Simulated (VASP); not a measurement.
# Cd (P6_3/mmc) in VASP: relaxation of shape and atoms at fixed volume with PBE

Aim: the relaxation of shape and atoms at fixed volume of Cd with PBE.

Program: VASP 6.6.1. These are calculated values, not measurements. Logs are shortened: lines on timing, memory, paths and dates and some standing lists are left out, and cuts for length are marked.

## 1. The cell of the first run

It takes space group P6_3/mmc (No. 194, hexagonal). Conventional cell: a = 3.062 Å, b = 3.062 Å, c = 5.974 Å, α = 90.00°, β = 90.00°, γ = 120.00°. Within 4.0 Å of Cd (site symmetry -6m2) lie 12 Cd at 3.06 to 3.47 Å.

## 2. Relaxation of shape and atoms at fixed volume, PBE (24.26 Å³/atom)

INCAR reads:

```
SYSTEM = Cd
PREC = Accurate
ENCUT = 500
EDIFF = 1E-7
ISMEAR = 0
SIGMA = 0.1
LREAL = .False.
LASPH = .True.
NELM = 120
ALGO = Normal
ISIF = 4
LWAVE = .False.
LCHARG = .False.
GGA = PE
IBRION = 2
NSW = 50
EDIFFG = -0.01
GGA_COMPAT = .False.
NELMIN = 4
```

KPOINTS reads:

```
Automatic mesh
0
Gamma
  24 24 10
  0 0 0
```

POSCAR reads:

```
Cd
1.0
    1.5310343176     -2.6518303117      0.0000000000
    1.5310343176      2.6518303117      0.0000000000
    0.0000000000      0.0000000000      5.9743230306
Cd
2
Direct
    0.3333323715      0.6666676285      0.2500000000
    0.6666676285      0.3333323715      0.7500000000
```

Potentials or basis: VASP PAW PBE potentials, release 64 (Cd).

Launch:

```bash
$ cat potpaw_PBE.64/Cd/POTCAR > POTCAR
$ mpirun -np 1 vasp_std > vasp.out
```

OUTCAR:

```text
SYSTEM = Cd
   PREC = Accurate
   ENCUT = 500
   EDIFF = 1E-7
   ISMEAR = 0
   LREAL = .False.
   LASPH = .True.
   NELM = 120
   ISIF = 4
   GGA = PE
   IBRION = 2
   NSW = 50
   EDIFFG = -0.01
   NELMIN = 4

 ion  position               nearest neighbor table
   1  0.333  0.667  0.250-   2 3.47   2 3.47   2 3.47   2 3.47   2 3.47   2 3.47
   2  0.667  0.333  0.750-   1 3.47   1 3.47   1 3.47   1 3.47   1 3.47   1 3.47

  LATTYP: Found a hexagonal cell.
 ALAT       =     3.0620695753
 C/A-ratio  =     1.9510735742

  Lattice vectors:

 A1 = (   1.5310343176,  -2.6518303117,   0.0000000000)
 A2 = (   1.5310343176,   2.6518303117,   0.0000000000)
 A3 = (   0.0000000000,   0.0000000000,   5.9743230306)

Analysis of symmetry for initial positions (statically):
=====================================================================
 Subroutine PRICEL returns:
 Original cell was already a primitive cell.

 Routine SETGRP: Setting up the symmetry group for a
 hexagonal supercell.

 Subroutine GETGRP returns: Found 24 space group operations
 (whereof 12 operations were pure point group operations)
 out of a pool of 24 trial point group operations.

The static configuration has the point symmetry D_3d.
 The point group associated with its full space group is D_6h.

Analysis of symmetry for dynamics (positions and initial velocities):
=====================================================================
 Subroutine PRICEL returns:
 Original cell was already a primitive cell.

 Routine SETGRP: Setting up the symmetry group for a
 hexagonal supercell.

 Subroutine GETGRP returns: Found 24 space group operations
 (whereof 12 operations were pure point group operations)
 out of a pool of 24 trial point group operations.

The dynamic configuration has the point symmetry D_3d.
 The point group associated with its full space group is D_6h.

 Subroutine INISYM returns: Found 24 space group operations
 (whereof 12 operations are pure point group operations),
 and found     1 'primitive' translations

----------------------------------------------------------------------------------------

                                     Primitive cell

  volume of cell :      48.5120

  direct lattice vectors                    reciprocal lattice vectors
     1.531034318 -2.651830312  0.000000000     0.326576612 -0.188549018  0.000000000
     1.531034318  2.651830312  0.000000000     0.326576612  0.188549018  0.000000000
     0.000000000  0.000000000  5.974323031     0.000000000  0.000000000  0.167382981

  length of vectors
     3.062069575  3.062069575  5.974323031     0.377098151  0.377098151  0.167382981

  position of ions in fractional coordinates (direct lattice)
     0.333332371  0.666667629  0.250000000
     0.666667629  0.333332371  0.750000000

  ion indices of the primitive-cell ions
   primitive index   ion index
                 1           1
                 2           2

----------------------------------------------------------------------------------------

 KPOINTS: Automatic mesh

Automatic generation of k-mesh.
 Grid dimensions read from file:
 generate k-points for:   24   24   10

 Generating k-lattice:

  Cartesian coordinates                     Fractional coordinates (reciprocal lattice)
     0.013607359 -0.007856209  0.000000000     0.041666667  0.000000000  0.000000000
     0.013607359  0.007856209  0.000000000     0.000000000  0.041666667  0.000000000
     0.000000000  0.000000000  0.016738298     0.000000000  0.000000000  0.100000000

  Length of vectors
     0.015712423  0.015712423  0.016738298

  Shift w.r.t. Gamma in fractional coordinates (k-lattice)
     0.000000000  0.000000000  0.000000000

 Subroutine IBZKPT returns following result:
 ===========================================

 Found    366 irreducible k-points:

 Following reciprocal coordinates:
            Coordinates               Weight
  0.000000  0.000000  0.000000      1.000000
  0.041667 -0.000000  0.000000      6.000000
  0.083333 -0.000000  0.000000      6.000000
  0.125000  0.000000  0.000000      6.000000
  0.166667  0.000000  0.000000      6.000000
  0.208333  0.000000  0.000000      6.000000
[... 16 lines left out ...]
  0.416667  0.041667  0.000000     12.000000
  0.458333  0.041667  0.000000     12.000000
 [... further k-points ...]
   k-points           NKPTS =    366   k-points in BZ     NKDIM =    366   number of bands    NBANDS=     16
   number of dos      NEDOS =    301   number of ions     NIONS =      2
   total plane-waves  NPLWV =  27648
   dimension x,y,z NGX =    24 NGY =   24 NGZ =   48
   dimension x,y,z NGXF=    48 NGYF=   48 NGZF=   96
   ions per type =               2
   NGX,Y,Z   is equivalent  to a cutoff of  13.03, 13.03, 13.36 a.u.
   NGXF,Y,Z  is equivalent  to a cutoff of  26.06, 26.06, 26.71 a.u.
 SYSTEM =  Cd
   PREC   = accura    normal or accurate (medium, high low for compatibility)
   ISTART =      0    job   : 0-new  1-cont  2-samecut
   ICHARG =      2    charge: 1-file 2-atom 10-const
   ISPIN  =      1    spin polarized calculation?
   LNONCOLLINEAR =      F non collinear calculations
   LSORBIT =      F    spin-orbit coupling
   LASPH  =      T    aspherical Exc in radial PAW
   ENCUT  =  500.0 eV  36.75 Ry    6.06 a.u.   5.58  5.58 10.89*2*pi/ulx,y,z
   NELM   =    120;   NELMIN=  4; NELMDL= -5     # of ELM steps
   EDIFF  = 0.1E-06   stopping-criterion for ELM
   LREAL  =      F    real-space projection
   EDIFFG = -.1E-01   stopping-criterion for IOM
   NSW    =     50    number of steps for IOM
   IBRION =      2    ionic relax: 0-MD 1-quasi-New 2-CG
   NFREE  =      1    steps in history (QN), initial steepest desc. (CG)
   ISIF   =      4    stress and relaxation
   ISYM   =      2    0-nonsym 1-usesym 2-fastsym
   POTIM  = 0.5000    time-step for ionic-motion
   TEBEG  =    0.0;   TEEND  =   0.0 temperature during run
   PSTRESS=    0.0 pullay stress
   NELECT =      24.0000    total number of electrons
   NUPDOWN=      -1.0000    fix difference up-down
   EMIN   =  10.00;   EMAX   =-10.00  energy-range for DOS
   EFERMI =   0.00;   METHOD = LEGACY
   ISMEAR =     0;   SIGMA  =   0.10  broadening in eV -4-tet -1-fermi 0-gaus
   EFERMI_NEDOS =   21; number of points for ismear=-14 and -15
   IALGO  =     38    algorithm
   IMIX   =      4    mixing-type and parameters
     AMIX     =   0.40;   BMIX     =  1.00
     AMIX_MAG =   1.60;   BMIX_MAG =  1.00
  volume/ion in A,a.u.               =      24.26       163.69
  Fermi-wavevector in a.u.,A,eV,Ry     =   1.294778  2.446776 22.809504  1.676451
  Thomas-Fermi vector in A             =   2.426340
   LORBIT       =      0    0 simple, 1 ext, 2 COOP (PROOUT), +10 PAW based schemes
   GGA     = PE    functional components
   LHFCALC =     F    Hartree Fock is set to
   AEXX    =    0.0000 exact exchange contribution
   IVDW    =     0    specifies the selected vdW correction
   LEPSILON=     F    determine dielectric tensor
   LRPA    =     F    only Hartree local field effects (RPA)
 conjugate gradient relaxation of ions
 non-spin polarized calculation
 Gauss-broadening in eV      SIGMA  =   0.10
  energy-cutoff  :      500.00
  volume of cell :       48.51
 maximum number of plane-waves:      1263
 NGX is ok and might be reduce to    24
   NGX = 11   NGY = 11   NGZ = 21

--------------------------------------- Ionic step        1  -------------------------------------------

 number of electron      24.0000010 magnetization

 Free energy of the ion-electron system (eV)
  ---------------------------------------------------
  ext. energy  EPLUGINS =         0.00000000
  ---------------------------------------------------
  free energy    TOTEN  =        -1.48166617 eV

  energy without entropy =       -1.47882808  energy(sigma->0) =       -1.48024712

------------------------ aborting loop because EDIFF is reached ----------------------------------------

  FORCE on cell =-STRESS in cart. coord.  units (eV):
  Direction    XX          YY          ZZ          XY          YZ          ZX
  --------------------------------------------------------------------------------------
  -------------------------------------------------------------------------------------
  Total       -0.5747619     -0.5747623     -0.4841211      0.0000000     -0.0000000      0.0000000
  in kB      -18.9823151    -18.9823306    -15.9887766      0.0000000     -0.0000000      0.0000000
  external PRESSURE =     -17.9844741 kB  Pullay stress =       0.0000000 kB

 VOLUME and BASIS-vectors are now :
 -----------------------------------------------------------------------------
  energy-cutoff  :      500.00
  volume of cell :       48.51
      direct lattice vectors                 reciprocal lattice vectors
     1.531034318 -2.651830312  0.000000000     0.326576612 -0.188549018  0.000000000
     1.531034318  2.651830312  0.000000000     0.326576612  0.188549018  0.000000000
     0.000000000  0.000000000  5.974323031     0.000000000  0.000000000  0.167382981
[... 37 lines left out ...]
 POSITION                                       TOTAL-FORCE (eV/Angst)
 -----------------------------------------------------------------------------------
      1.52992      0.88330      1.49576        -0.000000     -0.000000      0.000000
      1.52992     -0.88330      4.48728         0.000000      0.000000      0.000000
 -----------------------------------------------------------------------------------
    total drift:                               -0.000037      0.000620      0.000004

  FREE ENERGIE OF THE ION-ELECTRON SYSTEM (eV)
  ---------------------------------------------------
  free  energy   TOTEN  =        -1.4817849668 eV

  energy  without entropy=       -1.4789406975  energy(sigma->0) =       -1.48036283

--------------------------------------- Ionic step        3  -------------------------------------------

 number of electron      24.0000005 magnetization

 Free energy of the ion-electron system (eV)
  ---------------------------------------------------
  ext. energy  EPLUGINS =         0.00000000
  ---------------------------------------------------
  free energy    TOTEN  =        -1.48197189 eV

  energy without entropy =       -1.47913297  energy(sigma->0) =       -1.48055243

 E-fermi :   2.1761     XC(G=0): -10.4161

 val. band max:        2.1618903326   @ k =   0.3750   0.2083   0.4000
 cond. band min:       2.1828215254   @ k =   0.2500   0.0833   0.0000
 fundamental gap:      0.0209311928
 Fermi energy:         2.1761193745

 k-point     1 :       0.0000    0.0000    0.0000
  band No.  band energies     occupation
      1      -7.3233      2.00000
      2      -7.1717      2.00000
      3      -6.8376      2.00000
      4      -6.8376      2.00000
      5      -6.8069      2.00000
      6      -6.8069      2.00000
[... 8 lines left out ...]
     15      14.9940      0.00000
     16      16.5046      0.00000
[... 419 lines left out ...]
 k-point    24 :       0.4583    0.0417    0.0000
  band No.  band energies     occupation
      1      -7.4500      2.00000
      2      -7.3147      2.00000
      3      -7.1238      2.00000
      4      -6.8056      2.00000
      5      -6.5850      2.00000
      6      -6.5053      2.00000
[... 8 lines left out ...]
     15       5.0963      0.00000
     16       7.2301      0.00000

 [... further k-points ...]
[... 5 lines left out ...]
  --------------------------------------------------------------------------------------
  -------------------------------------------------------------------------------------
  Total       -0.5209868     -0.5209872     -0.5076349      0.0000000      0.0000000      0.0000000
  in kB      -17.2063188    -17.2063313    -16.7653537      0.0000000      0.0000000      0.0000000
  external PRESSURE =     -17.0593346 kB  Pullay stress =       0.0000000 kB

 VOLUME and BASIS-vectors are now :
 -----------------------------------------------------------------------------
  energy-cutoff  :      500.00
  volume of cell :       48.51
      direct lattice vectors                 reciprocal lattice vectors
     1.526584067 -2.644122128  0.000000000     0.327528638 -0.189098678 -0.000000000
     1.526584067  2.644122128  0.000000000     0.327528638  0.189098678  0.000000000
    -0.000000000 -0.000000000  6.009206398     0.000000000  0.000000000  0.166411325

 POSITION                                       TOTAL-FORCE (eV/Angst)
 -----------------------------------------------------------------------------------
      1.52658      0.88138      1.50230        -0.000000     -0.000000      0.000000
      1.52658     -0.88138      4.50690         0.000000      0.000000      0.000000
 -----------------------------------------------------------------------------------
    total drift:                               -0.000037      0.000618      0.000004

  FREE ENERGIE OF THE ION-ELECTRON SYSTEM (eV)
  ---------------------------------------------------
  free  energy   TOTEN  =        -1.4819718926 eV

  energy  without entropy=       -1.4791329709  energy(sigma->0) =       -1.48055243

 reached required accuracy - stopping structural energy minimisation
```

Run time: 14 min. Hardware: 1 thread of Oxide Virtual Turin-like, shared host; peak memory 0.32 GiB.

What came out:

- Free energy: -1.4820 eV
- Energy gained by relaxing: 0.2 meV/atom
- Ionic steps: 3
- Pressure after relaxing: -1.7 GPa
- Band gap on the k mesh: zero (bands 12 and 13 overlap by 3.91 eV)

The path:
| step | energy change (eV) | largest force (eV/Å) | pressure (GPa) | volume (Å³) |
| --- | --- | --- | --- | --- |
| 1 | 0.0000 | 0.0000 | -1.80 | 48.51 |
| 2 | -0.0001 | 0.0000 | -1.78 | 48.51 |
| 3 | -0.0003 | 0.0000 | -1.71 | 48.51 |

Final structure:
```
Cd
1.0
     1.52658   -2.64412    0.00000
     1.52658    2.64412    0.00000
     0.00000    0.00000    6.00921
Cd
2
Direct
  0.33333 0.66667 0.25000
  0.66667 0.33333 0.75000
```

The gap in the log of VASP goes by the Fermi energy; the results here count the filled bands.